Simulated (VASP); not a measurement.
Here is a VASP 6.6.1 calculation.

The input INCAR:

```
SYSTEM = GaSbTe4
ALGO = Normal
EDIFF = 1E-7
ENCUT = 520
GGA = PE
ISIF = 2
ISMEAR = 0
LASPH = .TRUE.
LCHARG = .FALSE.
LREAL = .FALSE.
LWAVE = .FALSE.
NBANDS = 30
NELM = 60
PREC = Accurate
SIGMA = 0.1
```

Contents of KPOINTS:

```
k-points
0
G
  4 4 2
  0 0 0
```

File POSCAR:

```
GaSbTe4
1.0
    4.3595146800      0.0000000000      0.0000000000
    0.0000000000      4.3595146800      0.0000000000
    0.0000000000      0.0000000000     11.3709752000
Ga Sb Te
1 1 4
Direct
    0.0000000000      0.0000000000      0.0000000000
    0.0000000000      0.0000000000      0.5000000000
    0.5000000000      0.0000000000      0.5000000000
    0.0000000000      0.5000000000      0.5000000000
    0.0000000000      0.0000000000      0.1796219100
    0.0000000000      0.0000000000      0.8203780900
```

Potentials or basis: VASP PAW PBE potentials, release 64 (Ga_d, Sb, Te).

Run with:

```bash
$ cat potpaw_PBE.64/Ga_d/POTCAR potpaw_PBE.64/Sb/POTCAR potpaw_PBE.64/Te/POTCAR > POTCAR
$ mpirun -np 1 vasp_std > vasp.out
```

Task: What does it give for the pressure?

Result: 47.3 GPa.

Task: What does it give for the band gap on the k mesh?

Result: Zero (bands 21 and 22 overlap by 0.71 eV).

Forces in eV/Å, atoms in the order of the input:
```
Ga   0.000  0.000  0.000
Sb   0.000  0.000  0.000
Te   0.000  0.000  0.000
Te   0.000  0.000  0.000
Te   0.000  0.000  9.619
Te   0.000  0.000 -9.619
```

Caveat: the k points lie up to 0.36 Å⁻¹ apart, too coarse for converged energies and pressures of a metal; spin-orbit coupling is left out, which moves the levels of the heavy elements; this functional lacks dispersion, which binds layers or chains, so the pressure and a relaxed spacing across them are unreliable; forces of over 1 eV/Å act on the atoms, so gaps and moduli don't describe the material at rest.
